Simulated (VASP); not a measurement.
The system is Al2BP3.

```
CELL_PARAMETERS angstrom
3.59488 0.00000 0.00000
-1.79744 3.11326 0.00000
0.00000 0.00000 17.70172
ATOMIC_POSITIONS crystal
Al 0.33333 0.66667 0.00002
Al 0.33333 0.66667 0.33336
Al 0.33333 0.66667 0.66669
Al 0.66667 0.33333 0.83336
B 0.66667 0.33333 0.16669
B 0.66667 0.33333 0.50002
P 0.33333 0.66667 0.12498
P 0.33333 0.66667 0.45831
P 0.33333 0.66667 0.79164
P 0.66667 0.33333 0.29164
P 0.66667 0.33333 0.62498
P 0.66667 0.33333 0.95831
```

| Quantity | Value |
| --- | --- |
| Program | VASP 6.6.1 |
| Task | relaxation of cell and atoms |
| Functional | PBE |
| Potentials or basis | VASP PAW PBE potentials, release 64 (Al, B, P) |
| Cutoff | 600 eV |
| k mesh | 6 × 6 × 1 |
| Occupations | gaussian, width 0.1 eV |
| Spin | no spin polarisation |

At the start: pressure 12.1 GPa; volume 16.51 Å³/atom.

Q: Where does the relaxation end?

A: Over 16 steps the energy falls by 184.6 meV/atom and the volume is 17.80 Å³/atom (+7.8 %); space group P3m1 (No. 156, to 0.1 Å) before and after.

The path:
| step | energy change (eV) | largest force (eV/Å) | pressure (GPa) | volume (Å³) |
| --- | --- | --- | --- | --- |
| 1 | 0.0000 | 3.6059 | 12.07 | 198.11 |
| 2 | -1.2863 | 1.1366 | -7.33 | 235.94 |
| 3 | -1.6050 | 1.3702 | -2.80 | 222.95 |
| 4 | -1.9475 | 0.8540 | -1.06 | 217.58 |
| 5 | -1.9954 | 0.7586 | 0.10 | 214.88 |
| 6 | -2.0915 | 0.6207 | 0.37 | 213.70 |
| 7 | -2.1140 | 0.5721 | 0.61 | 212.82 |
| 8 | -2.1570 | 0.3356 | -0.47 | 214.62 |
| 9 | -2.1571 | 0.3225 | -0.45 | 214.57 |
| 10 | -2.1899 | 0.3095 | -0.05 | 213.69 |
| 11 | -2.1998 | 0.3073 | 0.34 | 212.88 |
| 12 | -2.2123 | 0.1446 | -0.10 | 213.87 |
| 13 | -2.2132 | 0.1382 | -0.01 | 213.67 |
| 14 | -2.2141 | 0.0949 | -0.05 | 213.77 |
| 15 | -2.2148 | 0.0402 | -0.04 | 213.73 |
| 16 | -2.2151 | 0.0140 | 0.02 | 213.57 |

Final structure:
```cif
data_structure
_symmetry_space_group_name_H-M 'P 1'
_symmetry_Int_Tables_number 1
_cell_length_a 3.6531
_cell_length_b 3.6531
_cell_length_c 18.4793
_cell_angle_alpha 90.000
_cell_angle_beta 90.000
_cell_angle_gamma 120.000
_cell_volume 213.57
loop_
_atom_site_label
_atom_site_type_symbol
_atom_site_fract_x
_atom_site_fract_y
_atom_site_fract_z
_atom_site_occupancy
Al1 Al 0.33333 0.66667 0.01219 1
Al2 Al 0.33333 0.66667 0.33420 1
Al3 Al 0.33333 0.66667 0.65616 1
Al4 Al 0.66667 0.33333 0.83419 1
B1 B 0.66667 0.33333 0.17556 1
B2 B 0.66667 0.33333 0.49760 1
P1 P 0.33333 0.66667 0.14178 1
P2 P 0.33333 0.66667 0.46372 1
P3 P 0.33333 0.66667 0.78393 1
P4 P 0.66667 0.33333 0.28332 1
P5 P 0.66667 0.33333 0.60540 1
P6 P 0.66667 0.33333 0.96196 1
```
